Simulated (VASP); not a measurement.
TaN: single point with PBEsol

The system is TaN.

```
CELL_PARAMETERS angstrom
4.98130 0.00000 0.00000
-2.49065 4.31393 0.00000
0.00000 0.00000 2.87805
ATOMIC_POSITIONS crystal
Ta 0.33333 0.66667 0.44354
Ta 0.66667 0.33333 0.53858
Ta 0.00000 0.00000 0.01504
N 0.38205 0.98276 0.00095
N 0.60072 0.61795 0.00095
N 0.01724 0.39928 0.00095
```

This cell differs from its parent crystal: strained and its atoms moved.

* Program: VASP 6.6.1
* Task: single point
* Functional: PBEsol
* Potentials or basis: VASP PAW PBE potentials, release 64 (Ta_pv, N)
* Cutoff: 520 eV
* k mesh: 9 × 9 × 10
* Occupations: gaussian, width 0.1 eV
* Spin: no spin polarisation
* Dipole correction: no
* Further INCAR settings: ALGO = Normal; EDIFF = 1e-06; NBANDS = 33

- Pressure: 42.4 GPa
- Largest force: 6.411 eV/Å
- Band gap on the k mesh: zero (bands 24 and 25 overlap by 3.22 eV)

Forces on the atoms (eV/Å):
```
Ta   0.000  0.000  6.411
Ta   0.000  0.000 -2.920
Ta   0.000  0.000 -0.492
N    0.802  2.752 -1.000
N    1.982 -2.070 -1.000
N   -2.784 -0.682 -1.000
```

Stress tensor (GPa, compression positive):
```
49.08  0.00  0.00
 0.00 49.08  0.00
 0.00  0.00 29.18
```

Levels at points of the mesh, in eV from the Fermi level:
```csv
k point,band 22,band 23,band 24,band 25,band 26,band 27
"(0.00, 0.00, 0.00)",-3.83,-1.67,-0.98,-0.98,0.05,0.05
"(0.00, 0.00, 0.50)",-2.98,-2.98,1.97,2.12,2.12,2.81
```

Run time: 3.9 min on 1 thread of AMD EPYC 7R13 Processor (Zen 3) (shared host), peak memory 0.33 GiB.

Caveat: the cell differs from its parent crystal (strained and its atoms moved); the stress differs along the axes, from 29 to 49 GPa; the PAW data sets were made with another functional, which shifts forces and pressure a little; spin-orbit coupling is left out, which moves the levels of the heavy elements.
